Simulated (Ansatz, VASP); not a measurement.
## Two plane-wave programs on K

```
CELL_PARAMETERS angstrom
-2.28783 2.28783 1.88368
2.28783 -2.28783 1.88368
2.28783 2.28783 -1.88368
ATOMIC_POSITIONS crystal
K 0.00000 0.00000 0.00000
```

Alike in both runs: task single point; functional r2SCAN; k mesh 6 × 6 × 6; occupations fermi-dirac, width 0.0346 eV; no spin polarisation.

```csv
,VASP,Ansatz
version,VASP 6.6.1,Ansatz 0.2.0
potentials or method,"VASP PAW PBE potentials, release 64 (K_sv), cutoff 520 eV",PAW plane waves
valence electrons in the cell,9,9
```

```tsv
	VASP	Ansatz	Ansatz less VASP
gap on the k mesh at the Fermi level (eV)	none	none	-
pressure (GPa)	7.7	7.7	+0.01
traceless stress, the component that is largest in VASP (GPa)	0.60	0.60	-0.004
```

VASP's potentials were made for PBE, not for r2SCAN. A gap of «none» marks a metal or a gap that the smearing closes. The functional is the same, so the differences come from potentials, cutoffs and numerics.

The k mesh is coarse, so the values compare programs but aren't converged.
